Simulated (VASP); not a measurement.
ZrB2:

```
CELL_PARAMETERS angstrom
0.00000 2.48175 2.48175
2.48175 0.00000 2.48175
2.48175 2.48175 0.00000
ATOMIC_POSITIONS crystal
Zr 0.00000 0.00000 0.00000
B 0.25000 0.25000 0.25000
B 0.75000 0.75000 0.75000
```

- Program: VASP 6.6.1
- Task: relaxation of cell and atoms
- Functional: PBE
- Potentials or basis: VASP PAW PBE potentials, release 64 (Zr_sv, B)
- Cutoff: 600 eV
- k mesh: 6 × 6 × 6
- Occupations: gaussian, width 0.1 eV
- Spin: no spin polarisation

At the start: pressure 65.8 GPa; volume 10.19 Å³/atom.

Task: How do energy, volume and symmetry change on relaxing?

Result: Over 4 steps the energy falls by 566.2 meV/atom and the volume is 13.70 Å³/atom (+34.5 %); space group Fm-3m (No. 225, to 0.1 Å) before and after.

The path:
```
step  energy change (eV)  largest force (eV/Å)  pressure (GPa)  volume (Å³)
   1              0.0000                0.0000           65.77        30.57
   2             -0.8175                0.0000          -19.23        53.06
   3             -1.6976                0.0000           -1.09        41.37
   4             -1.6987                0.0000           -0.29        41.11
```

Final structure:
```yaml
crystal:
  lattice:
    - [0.00000, 2.73928, 2.73928]
    - [2.73928, 0.00000, 2.73928]
    - [2.73928, 2.73928, 0.00000]
  atoms:
    - { symbol: Zr, position: [0.00000, 0.00000, 0.00000] }
    - { symbol: B, position: [0.25000, 0.25000, 0.25000] }
    - { symbol: B, position: [0.75000, 0.75000, 0.75000] }
```

Caveat: the k points lie up to 0.33 Å⁻¹ apart in the final cell, too coarse for converged energies and pressures of a metal; the volume moved by over 15 % at a fixed basis, so the end points are rough.
